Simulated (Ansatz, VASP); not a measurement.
**One calculation of VN, two programs**

```xyz
2
Lattice="0.0000 2.0579 2.0579 2.0579 0.0000 2.0579 2.0579 2.0579 0.0000" Properties=species:S:1:pos:R:3 pbc="T T T"
V     0.0000    0.0000    0.0000
N     2.0579    2.0579    2.0579
```

Alike in both runs: functional PBE; k mesh 8 × 8 × 8; occupations gaussian, width 0.1 eV; no spin polarisation.

Ansatz relaxed the structure, and its values are those at the end. VASP's run is a single point on that final structure, the one shown.

|  | VASP | Ansatz |
| --- | --- | --- |
| version | VASP 6.6.1 | Ansatz 0.2.0 |
| potentials or method | VASP PAW PBE potentials, release 64 (V_sv, N), cutoff 600 eV | scalar-relativistic, plane waves, PAW |
| valence electrons in the cell | 18 | 18 |

|  | VASP | Ansatz | Ansatz less VASP |
| --- | --- | --- | --- |
| gap on the k mesh at the Fermi level (eV) | none | none | - |
| pressure (GPa) | 0.8 | 0.3 | -0.53 |

A gap of «none» marks a metal or a gap that the smearing closes.
